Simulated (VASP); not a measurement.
# Mg (P6_3/mmc) in VASP: further runs, part 2 of 2

VASP 6.6.1. The steps go on from the part before.

## 3. Relaxation of cell and atoms, PBE

File INCAR:

```
  ALGO = Normal
  EDIFF = 1E-7
  EDIFFG = -0.005
  ENCUT = 600
  GGA = PE
  IBRION = 2
  ISIF = 3
  ISMEAR = -1
  LASPH = True
  LCHARG = False
  LREAL = False
  LWAVE = False
  NELM = 80
  NSW = 80
  PREC = Accurate
  SIGMA = 0.05
```

File KPOINTS:

```
k-points
0
Gamma
  10 10 5
```

File POSCAR:

```
Mg
1.0
    3.2093000000      0.0000000000      0.0000000000
   -1.6046500000      2.7793353284      0.0000000000
    0.0000000000      0.0000000000      5.2103000000
Mg
2
Direct
    0.6666666667      0.3333333333      0.7500000000
    0.3333333333      0.6666666667      0.2500000000
```

Potentials or basis: VASP PAW PBE potentials, release 64 (Mg).

Command:

```console
$ cat potpaw_PBE.64/Mg/POTCAR > POTCAR
$ mpirun -np 1 vasp_std > vasp.out
```

Run time: 96 s. Hardware: 1 thread of AMD EPYC 7R43 (Zen 3), shared host; peak memory 0.15 GiB.

The run converged. Its results:

```
Free energy                            : -3.0124 eV
Relaxed volume                         : 22.93 Å³/atom
Relaxed cell                           : a = 3.164 Å, b = 3.164 Å, c = 5.289 Å, α = 90.00°, β = 90.00°, γ = 120.00°
Space group after relaxing (to 0.05 Å) : P6_3/mmc (No. 194)
Energy gained by relaxing              : 2.9 meV/atom
Ionic steps                            : 6
Pressure after relaxing                : 0.0 GPa
Band gap on the k mesh                 : zero (band 2 reaches 3.21 eV, above the bottom of band 3 at 1.13 eV)
```

The path:
| step | energy change (eV) | largest force (eV/Å) | pressure (GPa) | volume (Å³) |
| --- | --- | --- | --- | --- |
| 1 | 0.0000 | 0.0000 | -0.50 | 46.47 |
| 2 | -0.0028 | 0.0000 | -0.12 | 45.99 |
| 3 | -0.0044 | 0.0000 | 0.44 | 45.33 |
| 4 | -0.0054 | 0.0000 | 0.32 | 45.49 |
| 5 | -0.0054 | 0.0000 | 0.33 | 45.47 |
| 6 | -0.0058 | 0.0000 | 0.02 | 45.85 |

Final structure:
```cif
data_structure
_symmetry_space_group_name_H-M 'P 1'
_symmetry_Int_Tables_number 1
_cell_length_a 3.1639
_cell_length_b 3.1639
_cell_length_c 5.2892
_cell_angle_alpha 90.000
_cell_angle_beta 90.000
_cell_angle_gamma 120.000
_cell_volume 45.85
loop_
_atom_site_label
_atom_site_type_symbol
_atom_site_fract_x
_atom_site_fract_y
_atom_site_fract_z
_atom_site_occupancy
Mg1 Mg 0.66667 0.33333 0.75000 1
Mg2 Mg 0.33333 0.66667 0.25000 1
```

Levels at points of the mesh, in eV from the Fermi level:
```csv
k point,band 1,band 2,band 3,band 4,band 5,band 6
"(0.00, 0.00, 0.00)",-6.98,-1.88,-1.56,11.21,11.21,11.40
"(0.50, 0.00, 0.00)",-2.12,-2.07,2.58,2.92,3.04,3.52
```

## 4. Relaxation of cell and atoms, PBEsol

File INCAR:

```
SYSTEM = Mg
  PREC = Accurate
  ENCUT = 600
  EDIFF = 1E-6
  ISMEAR = -1
  SIGMA = 0.05
  LREAL = .False.
  LASPH = .True.
  NELM = 100
  ALGO = Normal
  ISIF = 3
  LWAVE = .False.
  LCHARG = .False.
  GGA = PS
  IBRION = 2
  NSW = 80
  EDIFFG = -0.005
```

File KPOINTS:

```
Automatic mesh
0
Gamma
  10 10 5
  0 0 0
```

POSCAR is that of step 3.

Command:

```console
$ cat potpaw_PBE.64/Mg/POTCAR > POTCAR
$ mpirun -np 1 vasp_std > vasp.out
```

Run time: 82 s. Hardware: 1 thread of AMD EPYC 7R43 (Zen 3), shared host; peak memory 0.14 GiB.

The run converged. Its results:

- Free energy: -3.4466 eV
- Relaxed volume: 22.55 Å³/atom
- Relaxed cell: a = 3.147 Å, b = 3.147 Å, c = 5.258 Å, α = 90.00°, β = 90.00°, γ = 120.00°
- Space group after relaxing (to 0.05 Å): P6_3/mmc (No. 194)
- Energy gained by relaxing: 4.8 meV/atom
- Ionic steps: 7
- Pressure after relaxing: 0.0 GPa
- Band gap on the k mesh: zero (band 2 reaches 3.24 eV, above the bottom of band 3 at 1.18 eV)

Step by step:
| step | energy change (eV) | largest force (eV/Å) | pressure (GPa) | volume (Å³) |
| --- | --- | --- | --- | --- |
| 1 | 0.0000 | 0.0000 | -1.10 | 46.47 |
| 2 | -0.0065 | 0.0000 | -0.28 | 45.41 |
| 3 | -0.0076 | 0.0000 | 0.23 | 44.80 |
| 4 | -0.0091 | 0.0000 | 0.23 | 44.83 |
| 5 | -0.0094 | 0.0000 | 0.22 | 44.84 |
| 6 | -0.0094 | 0.0000 | 0.22 | 44.84 |
| 7 | -0.0096 | 0.0000 | 0.01 | 45.09 |

Final structure:
```
Mg
1.0
     3.14696    0.00000    0.00000
    -1.57348    2.72535    0.00000
     0.00000    0.00000    5.25789
Mg
2
Cartesian
  1.5735 0.9084 3.9434
  0.0000 1.8169 1.3145
```

Levels at points of the mesh, in eV from the Fermi level:
```csv
k point,band 1,band 2,band 3,band 4,band 5,band 6
"(0.00, 0.00, 0.00)",-7.05,-1.91,-1.55,11.29,11.29,11.51
"(0.50, 0.00, 0.00)",-2.15,-2.09,2.60,2.92,3.09,3.58
```

Caveat: the PAW data sets were made with another functional, which shifts forces and pressure a little.

## 5. Relaxation of cell and atoms, RPBE

File INCAR:

```
PREC     = Accurate       # precision mode
ENCUT    = 600            # plane-wave cutoff, eV
EDIFF    = 1E-6           # SCF threshold, eV
ISMEAR   = -1             # smearing method
SIGMA    = 0.05           # smearing width, eV
LREAL    = False          # projectors in reciprocal space
LASPH    = True           # aspherical terms in the spheres
NELM     = 80             # most SCF steps
ALGO     = Normal         # electronic algorithm
ISIF     = 3              # what is computed and relaxed
LWAVE    = False          # write WAVECAR
LCHARG   = False          # write CHGCAR
GGA      = RP             # functional
IBRION   = 2              # ionic algorithm
NSW      = 80             # ionic steps
EDIFFG   = -0.005         # ionic threshold
```

File KPOINTS:

```
Automatic mesh
0
Gamma
  10 10 5
```

POSCAR is that of step 4.

Command:

```console
$ cat potpaw_PBE.64/Mg/POTCAR > POTCAR
$ mpirun -np 1 vasp_std > vasp.out
```

It took 80 s on 1 thread of AMD EPYC 7R43 (Zen 3), shared host; peak memory 0.15 GiB.

The run converged. Its results:

```yaml
Free_energy: -2.6819 eV
Relaxed_volume: 23.65 Å³/atom
Relaxed_cell: a = 3.197 Å, b = 3.197 Å, c = 5.344 Å, α = 90.00°, β = 90.00°, γ = 120.00°
Space_group_after_relaxing_to_0.05_Å: P6_3/mmc (No. 194)
Energy_gained_by_relaxing: 3.0 meV/atom
Ionic_steps: 7
Pressure_after_relaxing: 0.0 GPa
Band_gap_on_the_k_mesh: zero (band 2 reaches 3.14 eV, above the bottom of band 3 at 1.11 eV)
```

Step by step:
```
step  energy change (eV)  largest force (eV/Å)  pressure (GPa)  volume (Å³)
   1              0.0000                0.0000            0.57        46.47
   2             -0.0028                0.0000            0.16        47.03
   3             -0.0030                0.0000           -0.78        48.42
   4             -0.0044                0.0000           -0.31        47.70
   5             -0.0058                0.0000           -0.24        47.62
   6             -0.0058                0.0000           -0.23        47.61
   7             -0.0060                0.0000           -0.03        47.31
```

Final structure:
```
Mg
1.0
     3.19718    0.00000    0.00000
    -1.59859    2.76884    0.00000
     0.00000    0.00000    5.34427
Mg
2
Direct
  0.66667 0.33333 0.75000
  0.33333 0.66667 0.25000
```

Levels at points of the mesh, in eV from the Fermi level:
```
           k point  band 1  band 2  band 3  band 4  band 5  band 6
(0.00, 0.00, 0.00)   -6.85   -1.85   -1.53   11.04   11.04   11.20
(0.50, 0.00, 0.00)   -2.08   -2.04    2.54    2.88    2.98    3.46
```

Caveat: the PAW data sets were made with another functional, which shifts forces and pressure a little. RPBE and its kin give volumes clearly too large for solids.

## 6. Relaxation of cell and atoms, revPBE

File INCAR:

```
  PREC = Accurate
  ENCUT = 600
  EDIFF = 1E-6
  ISMEAR = -1
  SIGMA = 0.05
  LREAL = F
  LASPH = T
  NELM = 80
  ALGO = Normal
  ISIF = 3
  LWAVE = F
  LCHARG = F
  GGA = RE
  IBRION = 2
  NSW = 80
  EDIFFG = -0.005
```

File KPOINTS:

```
regular mesh
0
Gamma
  10 10 5
```

POSCAR is that of step 5.

Potentials or basis: VASP PAW PBE potentials, release 64 (Mg).

Command:

```console
$ cat potpaw_PBE.64/Mg/POTCAR > POTCAR
$ mpirun -np 1 vasp_std > vasp.out
```

It took 82 s on 1 thread of AMD EPYC 7R43 (Zen 3), shared host; peak memory 0.15 GiB.

It converged, with:

* Free energy: -2.7209 eV
* Relaxed volume: 23.52 Å³/atom
* Relaxed cell: a = 3.191 Å, b = 3.191 Å, c = 5.335 Å, α = 90.00°, β = 90.00°, γ = 120.00°
* Space group after relaxing (to 0.05 Å): P6_3/mmc (No. 194)
* Energy gained by relaxing: 2.6 meV/atom
* Ionic steps: 7
* Pressure after relaxing: 0.0 GPa
* Band gap on the k mesh: zero (band 2 reaches 3.16 eV, above the bottom of band 3 at 1.11 eV)

Step by step:
```
step  energy change (eV)  largest force (eV/Å)  pressure (GPa)  volume (Å³)
   1              0.0000                0.0000            0.37        46.47
   2             -0.0022                0.0000            0.11        46.84
   3             -0.0035                0.0000           -0.63        47.92
   4             -0.0042                0.0000           -0.33        47.46
   5             -0.0052                0.0000           -0.15        47.23
   6             -0.0052                0.0000           -0.16        47.24
   7             -0.0053                0.0000           -0.02        47.04
```

Final structure:
```xyz
2
Lattice="3.1907 0.0000 0.0000 -1.5954 2.7632 0.0000 0.0000 0.0000 5.3349" Properties=species:S:1:pos:R:3 pbc="T T T"
Mg    1.5954    0.9211    4.0012
Mg    0.0000    1.8422    1.3337
```

Levels at points of the mesh, in eV from the Fermi level:
```csv
k point,band 1,band 2,band 3,band 4,band 5,band 6
"(0.00, 0.00, 0.00)",-6.87,-1.86,-1.53,11.07,11.07,11.24
"(0.50, 0.00, 0.00)",-2.09,-2.04,2.54,2.88,2.99,3.47
```

Caveat: the PAW data sets were made with another functional, which shifts forces and pressure a little.

## 7. Overview

```tsv
level	potentials or basis	gap on the mesh (eV)	pressure (GPa)	relaxed volume (Å³/atom)
LDA	VASP PAW LDA potentials, release 64 (Mg)	none	0.0	21.50
PBE	VASP PAW PBE potentials, release 64 (Mg)	none	0.0	22.93
PBEsol	VASP PAW PBE potentials, release 64 (Mg)	none	0.0	22.55
RPBE	VASP PAW PBE potentials, release 64 (Mg)	none	0.0	23.65
revPBE	VASP PAW PBE potentials, release 64 (Mg)	none	0.0	23.52
```

Alike in all rows: task relaxation of cell and atoms; no spin polarisation; cell relaxed; k mesh 10 × 10 × 5; cutoff (eV) 600; smearing fermi-dirac 0.05 eV.

Caveats: the PAW data sets were made with another functional, which shifts forces and pressure a little (some runs).

Total energies depend on the potentials used, so only differences within one code and one set of settings carry meaning.
